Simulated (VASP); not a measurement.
Sb:

```xyz
1
Lattice="-1.7250 1.7250 1.7250 1.7250 -1.7250 1.7250 1.7250 1.7250 -1.7250" Properties=species:S:1:pos:R:3 pbc="T T T"
Sb    0.0000    0.0000    0.0000
```

This isn't the form of Sb at room conditions, which is rhombohedral.

```yaml
Program: VASP 6.6.1
Task: relaxation of cell and atoms
Functional: revPBE
Dispersion: D3(BJ)
Potentials_or_basis: VASP PAW PBE potentials, release 64 (Sb)
Cutoff: 500 eV
k_mesh: 11 × 11 × 11
Occupations: fermi-dirac, width 0.1 eV
Spin: no spin polarisation
```

At the start: pressure 23.4 GPa; volume 20.53 Å³/atom.

Question: How do energy, volume and symmetry change on relaxing?

Answer: Over 18 steps the energy falls by 270.4 meV/atom and the volume is 25.00 Å³/atom (+21.8 %); space group Im-3m (No. 229, to 0.1 Å) before and after.

The path:
| step | energy change (eV) | largest force (eV/Å) | pressure (GPa) | volume (Å³) |
| --- | --- | --- | --- | --- |
| 1 | 0.0000 | 0.0000 | 23.43 | 20.53 |
| 2 | -0.0676 | 0.0000 | -9.13 | 30.81 |
| 3 | -0.2702 | 0.0000 | -0.41 | 25.16 |
| 4 | -0.2704 | 0.0000 | -0.11 | 25.05 |
| 5 | -0.2704 | 0.0000 | 0.17 | 24.96 |
| 6 | -0.2704 | 0.0000 | 0.17 | 24.96 |
| 7 | -0.2704 | 0.0000 | 0.16 | 24.96 |
| 8 | -0.2704 | 0.0000 | 0.16 | 24.96 |
| 9 | -0.2704 | 0.0000 | 0.16 | 24.96 |
| 10 | -0.2704 | 0.0000 | 0.16 | 24.96 |
| 11 | -0.2704 | 0.0000 | 0.16 | 24.96 |
| 12 | -0.2704 | 0.0000 | 0.16 | 24.96 |
| 13 | -0.2704 | 0.0000 | 0.16 | 24.96 |
| 14 | -0.2704 | 0.0000 | 0.16 | 24.96 |
| 15 | -0.2704 | 0.0000 | 0.15 | 24.97 |
| 16 | -0.2704 | 0.0000 | 0.14 | 24.97 |
| 17 | -0.2704 | 0.0000 | 0.11 | 24.98 |
| 18 | -0.2704 | 0.0000 | 0.06 | 25.00 |

Final structure:
```
Sb
1.0
    -1.84196    1.84196    1.84196
     1.84196   -1.84196    1.84196
     1.84196    1.84196   -1.84196
Sb
1
Cartesian
  1.8420 -1.8420 1.8420
```

Caveat: the volume moved by over 15 % at a fixed basis, so the end points are rough; the PAW data sets were made with another functional, which shifts forces and pressure a little.
